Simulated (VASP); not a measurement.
# BH3N in VASP: further runs

Runs on BH3N. Level: PBE. Tasks: single point.

Program: VASP 6.6.1. These are calculated values, not measurements. Logs are shortened: lines on timing, memory, paths and dates and some standing lists are left out, and cuts for length are marked.

## (1) The cell of the first run

The cell holds a wire or tube with vacuum around it, 30 atoms: a = 14.000 Å, b = 13.800 Å, c = 6.278 Å, α = 90.00°, β = 90.00°, γ = 90.00°.

## (2) Single point, PBE

INCAR

```
ALGO     = Normal         # electronic algorithm
EDIFF    = 1E-7           # SCF threshold, eV
ENCUT    = 520            # plane-wave cutoff, eV
GGA      = PE             # functional
ISIF     = 2              # what is computed and relaxed
ISMEAR   = 0              # smearing method
LASPH    = T              # aspherical terms in the spheres
LCHARG   = F              # write CHGCAR
LREAL    = Auto         
LWAVE    = F              # write WAVECAR
NBANDS   = 54             # bands
NELM     = 60             # most SCF steps
PREC     = Accurate       # precision mode
SIGMA    = 0.05           # smearing width, eV
```

KPOINTS

```
k-points
0
Gamma
  1 1 6
```

POSCAR

```
BH3N
1.0
   14.0000000000      0.0000000000      0.0000000000
    0.0000000000     13.8000000000      0.0000000000
    0.0000000000      0.0000000000      6.2781594097
B N H
6 6 18
Direct
    0.5471249581      0.5000000000      0.0000000000
    0.4414266464      0.5000000000      0.3333333333
    0.3885774905      0.4071359476      0.0000000000
    0.5999741140      0.4071359476      0.3333333333
    0.4942758022      0.5928640524      0.6666666667
    0.4942758022      0.4071359476      0.6666666667
    0.5471249581      0.5000000000      0.2500000000
    0.4414266464      0.5000000000      0.5833333333
    0.3885774905      0.4071359476      0.2500000000
    0.5999741140      0.4071359476      0.5833333333
    0.4942758022      0.5928640524      0.9166666667
    0.4942758022      0.4071359476      0.9166666667
    0.6272637266      0.5000000000      0.9368180002
    0.5814701446      0.5603497473      0.3041559998
    0.4013572621      0.5704080385      0.2701513335
    0.3727362734      0.5000000000      0.6374893332
    0.3485081063      0.4775439861      0.9368180002
    0.3485081063      0.3367279091      0.9368180002
    0.5599047297      0.3367279091      0.2701513335
    0.6801128825      0.4071359476      0.2701513335
    0.4542064180      0.6632720909      0.6034846669
    0.5744145708      0.5928640524      0.6034846669
    0.4229226770      0.3467862003      0.3041559998
    0.3198871175      0.4071359476      0.3041559998
    0.6343193005      0.3467862003      0.6374893332
    0.6343193005      0.4674856949      0.6374893332
    0.5286209888      0.6532137997      0.9708226665
    0.4255854292      0.5928640524      0.9708226665
    0.4542064180      0.3367279091      0.6034846669
    0.5286209888      0.3467862003      0.9708226665
```

Potentials or basis: VASP PAW PBE potentials, release 64 (B, N, H).

Started as:

```sh
$ cat potpaw_PBE.64/B/POTCAR potpaw_PBE.64/N/POTCAR potpaw_PBE.64/H/POTCAR > POTCAR
$ mpirun -np 1 vasp_std > vasp.out
```

OUTCAR:

```text
EDIFF = 1E-7
   ENCUT = 520
   GGA = PE
   ISIF = 2
   ISMEAR = 0
   LASPH = T
   LREAL = Auto
   NELM = 60
   PREC = Accurate

 ion  position               nearest neighbor table
   1  0.547  0.500  0.000-  13 1.19   7 1.57  12 1.57  11 1.57
   2  0.441  0.500  0.333-  15 1.19   7 1.57   8 1.57   9 1.57
   3  0.389  0.407  0.000-  18 1.19  17 1.19  12 1.57   9 1.57
   4  0.600  0.407  0.333-  20 1.19  19 1.19  10 1.57   7 1.57
   5  0.494  0.593  0.667-  21 1.19  22 1.19   8 1.57  11 1.57
   6  0.494  0.407  0.667-  29 1.19   8 1.57  12 1.57  10 1.57
   7  0.547  0.500  0.250-  14 1.02   2 1.57   1 1.57   4 1.57
   8  0.441  0.500  0.583-  16 1.02   6 1.57   5 1.57   2 1.57
   9  0.389  0.407  0.250-  24 1.02  23 1.02   3 1.57   2 1.57
  10  0.600  0.407  0.583-  25 1.02  26 1.02   4 1.57   6 1.57
  11  0.494  0.593  0.917-  28 1.02  27 1.02   5 1.57   1 1.57
  12  0.494  0.407  0.917-  30 1.02   3 1.57   6 1.57   1 1.57
  13  0.627  0.500  0.937-   1 1.19
  14  0.581  0.560  0.304-   7 1.02
  15  0.401  0.570  0.270-   2 1.19
  16  0.373  0.500  0.637-   8 1.02
  17  0.349  0.478  0.937-   3 1.19
  18  0.349  0.337  0.937-   3 1.19
[... 10 lines left out ...]
  29  0.454  0.337  0.603-   6 1.19
  30  0.529  0.347  0.971-  12 1.02

  LATTYP: Found a simple orthorhombic cell.
 ALAT       =     6.2781594097
 B/A-ratio  =     2.1980964642
 C/A-ratio  =     2.2299529347

  Lattice vectors:

 A1 = (   0.0000000000,   0.0000000000,  -6.2781594097)
 A2 = (   0.0000000000,  13.8000000000,   0.0000000000)
 A3 = (  14.0000000000,   0.0000000000,   0.0000000000)

Analysis of symmetry for initial positions (statically):
=====================================================================
 Subroutine PRICEL returns:
 Original cell was already a primitive cell.

 Routine SETGRP: Setting up the symmetry group for a
 simple orthorhombic supercell.

 Subroutine GETGRP returns: Found  1 space group operations
 (whereof  1 operations were pure point group operations)
 out of a pool of  8 trial point group operations.

The static configuration has the point symmetry C_1 .

Analysis of symmetry for dynamics (positions and initial velocities):
=====================================================================
 Subroutine PRICEL returns:
 Original cell was already a primitive cell.

 Routine SETGRP: Setting up the symmetry group for a
 simple orthorhombic supercell.

 Subroutine GETGRP returns: Found  1 space group operations
 (whereof  1 operations were pure point group operations)
 out of a pool of  8 trial point group operations.

The dynamic configuration has the point symmetry C_1 .

 Subroutine INISYM returns: Found  1 space group operations
 (whereof  1 operations are pure point group operations),
 and found     1 'primitive' translations

----------------------------------------------------------------------------------------

                                     Primitive cell

  volume of cell :    1212.9404

  direct lattice vectors                    reciprocal lattice vectors
    14.000000000  0.000000000  0.000000000     0.071428571  0.000000000  0.000000000
     0.000000000 13.800000000  0.000000000     0.000000000  0.072463768  0.000000000
     0.000000000  0.000000000  6.278159410     0.000000000  0.000000000  0.159282352

  length of vectors
    14.000000000 13.800000000  6.278159410     0.071428571  0.072463768  0.159282352

  position of ions in fractional coordinates (direct lattice)
     0.547124958  0.500000000  0.000000000
     0.441426646  0.500000000  0.333333333
     0.388577490  0.407135948  0.000000000
     0.599974114  0.407135948  0.333333333
     0.494275802  0.592864052  0.666666667
     0.494275802  0.407135948  0.666666667
[... 22 lines left out ...]
     0.454206418  0.336727909  0.603484667
     0.528620989  0.346786200  0.970822666

  ion indices of the primitive-cell ions
   primitive index   ion index
                 1           1
                 2           2
                 3           3
                 4           4
                 5           5
                 6           6
[... 22 lines left out ...]
                29          29
                30          30

----------------------------------------------------------------------------------------

 KPOINTS: k-points

Automatic generation of k-mesh.
 Grid dimensions read from file:
 generate k-points for:    1    1    6

 Generating k-lattice:

  Cartesian coordinates                     Fractional coordinates (reciprocal lattice)
     0.071428571  0.000000000  0.000000000     1.000000000  0.000000000  0.000000000
     0.000000000  0.072463768  0.000000000     0.000000000  1.000000000  0.000000000
     0.000000000  0.000000000  0.026547059     0.000000000  0.000000000  0.166666667

  Length of vectors
     0.071428571  0.072463768  0.026547059

  Shift w.r.t. Gamma in fractional coordinates (k-lattice)
     0.000000000  0.000000000  0.000000000

 Subroutine IBZKPT returns following result:
 ===========================================

 Found      4 irreducible k-points:

 Following reciprocal coordinates:
            Coordinates               Weight
  0.000000  0.000000  0.000000      1.000000
  0.000000  0.000000  0.166667      2.000000
  0.000000  0.000000  0.333333      2.000000
  0.000000  0.000000  0.500000      1.000000
   k-points           NKPTS =      4   k-points in BZ     NKDIM =      4   number of bands    NBANDS=     54
   number of dos      NEDOS =    301   number of ions     NIONS =     30
   total plane-waves  NPLWV = 559872
   dimension x,y,z NGX =   108 NGY =  108 NGZ =   48
   dimension x,y,z NGXF=   216 NGYF=  216 NGZF=   96
   ions per type =               6   6  18
   NGX,Y,Z   is equivalent  to a cutoff of  12.82, 13.01, 12.71 a.u.
   NGXF,Y,Z  is equivalent  to a cutoff of  25.65, 26.02, 25.42 a.u.
 SYSTEM =  unknown system
   PREC   = accura    normal or accurate (medium, high low for compatibility)
   ISTART =      0    job   : 0-new  1-cont  2-samecut
   ICHARG =      2    charge: 1-file 2-atom 10-const
   ISPIN  =      1    spin polarized calculation?
   LNONCOLLINEAR =      F non collinear calculations
   LSORBIT =      F    spin-orbit coupling
   LASPH  =      T    aspherical Exc in radial PAW
   ENCUT  =  520.0 eV  38.22 Ry    6.18 a.u.  26.03 25.66 11.67*2*pi/ulx,y,z
   NELM   =     60;   NELMIN=  2; NELMDL= -5     # of ELM steps
   EDIFF  = 0.1E-06   stopping-criterion for ELM
   LREAL  =      T    real-space projection
   EDIFFG = 0.1E-05   stopping-criterion for IOM
   NSW    =      0    number of steps for IOM
   IBRION =     -1    ionic relax: 0-MD 1-quasi-New 2-CG
   NFREE  =      0    steps in history (QN), initial steepest desc. (CG)
   ISIF   =      2    stress and relaxation
   ISYM   =      2    0-nonsym 1-usesym 2-fastsym
   POTIM  = 0.5000    time-step for ionic-motion
   TEBEG  =    0.0;   TEEND  =   0.0 temperature during run
   PSTRESS=    0.0 pullay stress
   NELECT =      66.0000    total number of electrons
   NUPDOWN=      -1.0000    fix difference up-down
   EMIN   =  10.00;   EMAX   =-10.00  energy-range for DOS
   EFERMI =   0.00;   METHOD = LEGACY
   ISMEAR =     0;   SIGMA  =   0.05  broadening in eV -4-tet -1-fermi 0-gaus
   EFERMI_NEDOS =   21; number of points for ismear=-14 and -15
   IALGO  =     38    algorithm
   IMIX   =      4    mixing-type and parameters
     AMIX     =   0.40;   BMIX     =  1.00
     AMIX_MAG =   1.60;   BMIX_MAG =  1.00
  volume/ion in A,a.u.               =      40.43       272.84
  Fermi-wavevector in a.u.,A,eV,Ry     =   0.620359  1.172308  5.236136  0.384845
  Thomas-Fermi vector in A             =   1.679482
   LORBIT       =      0    0 simple, 1 ext, 2 COOP (PROOUT), +10 PAW based schemes
   GGA     = PE    functional components
   LHFCALC =     F    Hartree Fock is set to
   AEXX    =    0.0000 exact exchange contribution
   IVDW    =     0    specifies the selected vdW correction
   LEPSILON=     F    determine dielectric tensor
   LRPA    =     F    only Hartree local field effects (RPA)
 non-spin polarized calculation
 Gauss-broadening in eV      SIGMA  =   0.05
  energy-cutoff  :      520.00
  volume of cell :     1212.94
 maximum number of plane-waves:     32709
 NGX is ok and might be reduce to   108
   NGX = 53   NGY = 51   NGZ = 23

 number of electron      66.0000001 magnetization

 Free energy of the ion-electron system (eV)
  ---------------------------------------------------
  ext. energy  EPLUGINS =         0.00000000
  ---------------------------------------------------
  free energy    TOTEN  =      -163.96233033 eV

  energy without entropy =     -163.96233033  energy(sigma->0) =     -163.96233033

 E-fermi :  -5.0362     XC(G=0):  -2.0777

 val. band max:       -5.3140826771   @ k =   0.0000   0.0000   0.5000
 cond. band min:       0.0081698989   @ k =   0.0000   0.0000   0.0000
 fundamental gap:      5.3222525760
 Fermi energy:        -5.0361776268

 k-point     1 :       0.0000    0.0000    0.0000
  band No.  band energies     occupation
      1     -22.5552      2.00000
      2     -21.5601      2.00000
      3     -21.5564      2.00000
      4     -20.3941      2.00000
      5     -20.3720      2.00000
      6     -20.3704      2.00000
[... 37 lines left out ...]
     44       2.2473      0.00000
     45       2.5362      0.00000

 k-point     2 :       0.0000    0.0000    0.1667
  band No.  band energies     occupation
      1     -22.5042      2.00000
      2     -21.6540      2.00000
      3     -21.5468      2.00000
      4     -20.5931      2.00000
      5     -20.4237      2.00000
      6     -20.0706      2.00000
[... 37 lines left out ...]
     44       2.2515      0.00000
     45       2.3651      0.00000

 k-point     3 :       0.0000    0.0000    0.3333
  band No.  band energies     occupation
      1     -22.3564      2.00000
      2     -21.8687      2.00000
      3     -21.5581      2.00000
      4     -20.6518      2.00000
      5     -20.5011      2.00000
      6     -19.8237      2.00000
[... 37 lines left out ...]
     44       2.1958      0.00000
     45       2.3673      0.00000

 k-point     4 :       0.0000    0.0000    0.5000
  band No.  band energies     occupation
      1     -22.1313      2.00000
      2     -22.1294      2.00000
      3     -21.5641      2.00000
      4     -20.5949      2.00000
      5     -20.5946      2.00000
      6     -19.7289      2.00000
[... 37 lines left out ...]
     44       2.3161      0.00000
     45       2.3635      0.00000
 [bands above 45 left out]

------------------------ aborting loop because EDIFF is reached ----------------------------------------

  FORCE on cell =-STRESS in cart. coord.  units (eV):
  Direction    XX          YY          ZZ          XY          YZ          ZX
  --------------------------------------------------------------------------------------
  -------------------------------------------------------------------------------------
  Total        5.0143530      5.0071493      8.9549141      0.0004837      0.0000344     -0.0032870
  in kB        6.6234768      6.6139614     11.8285781      0.0006390      0.0000455     -0.0043418
  external PRESSURE =       8.3553388 kB  Pullay stress =       0.0000000 kB

 VOLUME and BASIS-vectors are now :
 -----------------------------------------------------------------------------
  energy-cutoff  :      520.00
  volume of cell :     1212.94
      direct lattice vectors                 reciprocal lattice vectors
    14.000000000  0.000000000  0.000000000     0.071428571  0.000000000  0.000000000
     0.000000000 13.800000000  0.000000000     0.000000000  0.072463768  0.000000000
     0.000000000  0.000000000  6.278159410     0.000000000  0.000000000  0.159282352

 POSITION                                       TOTAL-FORCE (eV/Angst)
 -----------------------------------------------------------------------------------
      7.65975      6.90000      0.00000         0.086092     -0.187835      0.659018
      6.17997      6.90000      2.09272         0.116591      0.170536      0.658710
      5.44008      5.61848      0.00000         0.005764     -0.763727     -0.156135
      8.39964      5.61848      2.09272         0.654488      0.389241     -0.155517
      6.91986      8.18152      4.18544        -0.668096      0.374242     -0.155499
      6.91986      5.61848      4.18544        -0.211424      0.016106      0.660001
[... 22 lines left out ...]
      6.35889      4.64685      3.78877        -0.084620     -0.680498     -0.100612
      7.40069      4.78565      6.09498         0.085169     -0.021733      0.042813
 -----------------------------------------------------------------------------------
    total drift:                                0.000183      0.001281     -0.000609

  FREE ENERGIE OF THE ION-ELECTRON SYSTEM (eV)
  ---------------------------------------------------
  free  energy   TOTEN  =      -163.9623303292 eV

  energy  without entropy=     -163.9623303292  energy(sigma->0) =     -163.96233033
```

It took 26 min on 1 thread of Intel Xeon 8259CL, shared host; peak memory 1.1 GiB.

What came out:

| Item | Value |
| --- | --- |
| Free energy | -163.9623 eV |
| Largest force | 1.117 eV/Å |
| Band gap on the k mesh | 5.32 eV (least direct gap 5.43 eV) |

Forces on the atoms (eV/Å):
```
B    0.086 -0.188  0.659
B    0.117  0.171  0.659
B    0.006 -0.764 -0.156
B    0.654  0.389 -0.156
B   -0.668  0.374 -0.155
B   -0.211  0.016  0.660
N   -0.666 -0.880 -0.154
N    1.097 -0.140 -0.153
N    0.242  0.674 -0.374
N   -0.700 -0.129 -0.376
N    0.464 -0.544 -0.375
N   -0.424  1.019 -0.154
H    0.634  0.267 -0.101
H   -0.025  0.085  0.043
H   -0.546  0.414 -0.101
H   -0.062 -0.064  0.043
H   -0.439  0.529 -0.002
H   -0.349 -0.578 -0.212
H   -0.238 -0.645 -0.002
H    0.679 -0.014 -0.212
H   -0.326  0.592 -0.212
H    0.680  0.116 -0.002
H   -0.165 -0.212  0.263
H   -0.005 -0.160  0.033
H    0.140  0.076  0.034
H    0.264 -0.036  0.264
H   -0.137  0.084  0.033
H   -0.102  0.247  0.263
H   -0.085 -0.680 -0.101
H    0.085 -0.022  0.043
```

Levels at points of the mesh, in eV from the valence-band top:
| k point | band 30 | band 31 | band 32 | band 33 | band 34 | band 35 | band 36 | band 37 |
| --- | --- | --- | --- | --- | --- | --- | --- | --- |
| (0.00, 0.00, 0.00) | -0.75 | -0.12 | -0.12 | -0.11 | 5.32 | 5.65 | 5.66 | 6.08 |
| (0.00, 0.00, 0.50) | -0.37 | -0.22 | -0.21 | 0.00 | 5.84 | 5.85 | 5.92 | 6.57 |

## (3) Single point, PBE

This run uses another cell than the first one.

INCAR

```
PREC     = Accurate       # precision mode
ENCUT    = 520            # plane-wave cutoff, eV
EDIFF    = 1E-6           # SCF threshold, eV
ISMEAR   = 0              # smearing method
SIGMA    = 0.05           # smearing width, eV
LREAL    = Auto         
LASPH    = True           # aspherical terms in the spheres
NELM     = 80             # most SCF steps
ALGO     = Normal         # electronic algorithm
ISIF     = 2              # what is computed and relaxed
LWAVE    = False          # write WAVECAR
LCHARG   = True           # write CHGCAR
GGA      = PE             # functional
LELF     = True           # ELF
LVHAR    = True         
NBANDS   = 54             # bands
```

KPOINTS

```
Automatic mesh
0
Gamma
  1 1 6
```

POSCAR

```
BH3N
1.0
   14.0000000000      0.0000000000      0.0000000000
    0.0000000000     13.8000000000      0.0000000000
    0.0000000000      0.0000000000      6.4429468951
B N H
6 6 18
Direct
    0.5489851755      0.4983983504      0.0018380505
    0.4418515544      0.5024292106      0.3351665457
    0.3842284367      0.4032164789     -0.0018780818
    0.6055198976      0.4052989633      0.3314813091
    0.4931204835      0.5986274897      0.6647936112
    0.4919724506      0.4062907273      0.6685018507
    0.5459343519      0.4951143287      0.2462962709
    0.4461913414      0.5013882758      0.5796256438
    0.3853109666      0.4124337184      0.2461128081
    0.5970817629      0.4016373522      0.5794616906
    0.5003957964      0.5930572304      0.9127862807
    0.4907114099      0.4106189222      0.9129625439
    0.6320053538      0.4979987071      0.9441733052
    0.5811602544      0.5555785010      0.2984942508
    0.4007202687      0.5755817584      0.2775075400
    0.3769631874      0.5021394740      0.6318283803
    0.3363303934      0.4708766807      0.9334219691
    0.3495647125      0.3256055440      0.9502236263
    0.5717744600      0.3293611624      0.2667483042
    0.6891206681      0.4136919732      0.2836528453
    0.4442359126      0.6679113942      0.6168582034
    0.5748501401      0.6068664608      0.6001705836
    0.4111731770      0.3500506815      0.3124405138
    0.3154277993      0.4163358884      0.2916872381
    0.6287039903      0.3383067572      0.6250994963
    0.6373571848      0.4555813386      0.6458111571
    0.5385991304      0.6525282183      0.9584744079
    0.4341818161      0.6014485556      0.9790265467
    0.4501173071      0.3335631519      0.6108372576
    0.5246846839      0.3494221808      0.9651618513
```

Potentials or basis: VASP PAW PBE potentials, release 64 (B, N, H).

Started as:

```sh
$ cat potpaw_PBE.64/B/POTCAR potpaw_PBE.64/N/POTCAR potpaw_PBE.64/H/POTCAR > POTCAR
$ mpirun -np 1 vasp_std > vasp.out
```

Run time: 25 min. Hardware: 1 thread of Intel Xeon 8259CL, shared host; peak memory 1.1 GiB.

It converged, with:

* Free energy: -164.5401 eV
* Largest force: 0.024 eV/Å
* Band gap on the k mesh: 5.44 eV (least direct gap 5.56 eV)

Forces in eV/Å, atoms in the order of the input:
```
B   -0.006  0.001 -0.013
B    0.003 -0.005 -0.014
B    0.000  0.007 -0.003
B   -0.007 -0.003 -0.002
B    0.006 -0.002 -0.003
B    0.004  0.003 -0.014
N    0.004  0.012  0.012
N   -0.012 -0.003  0.012
N   -0.005 -0.015  0.018
N    0.015  0.002  0.018
N   -0.010  0.012  0.019
N    0.008 -0.010  0.012
H    0.013  0.000 -0.001
H    0.008  0.009  0.000
H   -0.006  0.010 -0.001
H   -0.012  0.002  0.000
H   -0.007  0.007 -0.003
H   -0.006 -0.009 -0.002
H   -0.002 -0.010 -0.002
H    0.011 -0.001 -0.002
H   -0.005  0.010 -0.002
H    0.010  0.003 -0.002
H    0.006 -0.001 -0.004
H   -0.009  0.005 -0.004
H    0.001 -0.010 -0.005
H   -0.002  0.006 -0.004
H    0.009  0.006 -0.004
H   -0.004 -0.005 -0.004
H   -0.006 -0.010 -0.001
H    0.004 -0.012  0.000
```

Levels at points of the mesh, in eV from the valence-band top:
```tsv
k point	band 30	band 31	band 32	band 33	band 34	band 35	band 36	band 37
(0.00, 0.00, 0.00)	-0.68	-0.29	-0.17	-0.17	5.44	5.82	5.83	6.23
(0.00, 0.00, 0.50)	-0.40	-0.29	-0.28	0.00	5.88	5.89	6.00	6.66
```
